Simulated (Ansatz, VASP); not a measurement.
## MgO in VASP and in Ansatz

INCAR

```
PREC = Accurate ; ENCUT = 520
EDIFF = 1E-7 ; ISMEAR = 0
SIGMA = 0.01 ; LREAL = False
LASPH = True ; NELM = 60
ALGO = Normal ; ISIF = 2
LWAVE = False ; LCHARG = False
GGA = PS ; NBANDS = 16
```

Contents of KPOINTS:

```
Automatic mesh
0
Gamma
  6 6 6
```

File POSCAR:

```
MgO
1.0
    3.3660609497      0.0000000000      0.0000000000
   -1.6830304749      2.9150943750      0.0000000000
    0.0000000000      0.0000000000      4.0338542339
Mg O
2 2
Direct
    0.6666666667      0.3333333333      0.7500000000
    0.3333333333      0.6666666667      0.2500000000
    0.6666666667      0.3333333333      0.2500000000
    0.3333333333      0.6666666667      0.7500000000
```

Input for Ansatz:

```yaml
crystal:
  lattice:
    - [3.3660609497226064, 0.0, 0.0]
    - [-1.6830304748613032, 2.915094375024701, 0.0]
    - [0.0, 0.0, 4.03385423394709]
  atoms:
    - { symbol: Mg, position: [0.6666666666666666, 0.3333333333333333, 0.75] }
    - { symbol: Mg, position: [0.3333333333333333, 0.6666666666666666, 0.25] }
    - { symbol: O, position: [0.6666666666666666, 0.3333333333333333, 0.25] }
    - { symbol: O, position: [0.3333333333333333, 0.6666666666666666, 0.75] }
basis:
  ecutwfc: 500.0
kpoints:
  mp_grid:
    grid: [6, 6, 6]
hamiltonian:
  xc: pbesol
scf:
  convergence:
    dr2_threshold: 1.0e-10
  occupations:
    method: fixed
output:
  stress: true
```

Alike in both runs: task single point; functional PBEsol; k mesh 6 × 6 × 6; no spin polarisation.

```csv
,VASP,Ansatz
version,VASP 6.6.1,Ansatz 0.2.0
potentials or method,"VASP PAW PBE potentials, release 64 (Mg, O), cutoff 520 eV","plane waves, PAW"
occupations,"gaussian, width 0.01 eV",fixed
valence electrons in the cell,16,32
```

Ansatz gave:

| Quantity | Value |
| --- | --- |
| pressure (GPa) | 18.7 |
| traceless stress, the component that is largest in VASP (GPa) | 1.25 |

Q: What did VASP give for the same quantities?

A: Pressure (GPa): 18.6; traceless stress, the component that is largest in VASP (GPa): 1.16.

VASP's potentials were made for PBE, not for PBEsol. VASP's potentials hold 16 valence electrons a cell and Ansatz's 32, so a difference there can come from the potentials and not from the codes.
